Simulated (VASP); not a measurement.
SnO: single point with PBE+D3(BJ)

SnO, a slab with vacuum:

```
CELL_PARAMETERS angstrom
3.82015 0.00030 0.00000
-0.00031 3.82015 0.00000
0.00000 0.00000 22.22608
ATOMIC_POSITIONS crystal
Sn 0.99995 0.99995 0.20246
Sn 0.49995 0.49995 0.30878
Sn 0.49995 0.49995 0.52025
Sn 0.99995 0.99995 0.62656
O 0.99995 0.49995 0.25562
O 0.49995 0.99995 0.25562
O 0.49995 0.99995 0.57341
O 0.99995 0.49995 0.57341
```

```yaml
Program: VASP 6.6.1
Task: single point
Functional: PBE
Dispersion: D3(BJ)
Potentials_or_basis: VASP PAW PBE potentials, release 64 (Sn_d, O)
Cutoff: 520 eV
k_mesh: 7 × 7 × 1
Occupations: gaussian, width 0.05 eV
Spin: no spin polarisation
Dipole_correction: yes
Further_INCAR_settings: ALGO = Normal; EDIFF = 1e-07; NBANDS = 50
```

- Largest force: 0.116 eV/Å
- Band gap on the k mesh: 2.63 eV (least direct gap 2.66 eV)
- Dispersion energy per atom: -0.150 eV

Forces on the atoms (eV/Å):
```
Sn   0.000  0.000 -0.088
Sn   0.000  0.000  0.116
Sn   0.000  0.000 -0.116
Sn   0.000  0.000  0.088
O    0.000  0.000  0.001
O    0.000  0.000  0.001
O    0.000  0.000 -0.001
O    0.000  0.000 -0.001
```

Levels at points of the mesh, in eV from the valence-band top:
```tsv
k point	band 38	band 39	band 40	band 41	band 42	band 43
(0.00, 0.00, 0.00)	-1.85	-0.42	-0.03	2.63	2.96	2.97
```

Run time: 2.9 min on 1 thread of Intel(R) Xeon(R) Platinum 8488C (Sapphire Rapids), on a shared host, peak memory 0.39 GiB.

Caveat: spin-orbit coupling is left out, which moves the levels of the heavy elements.
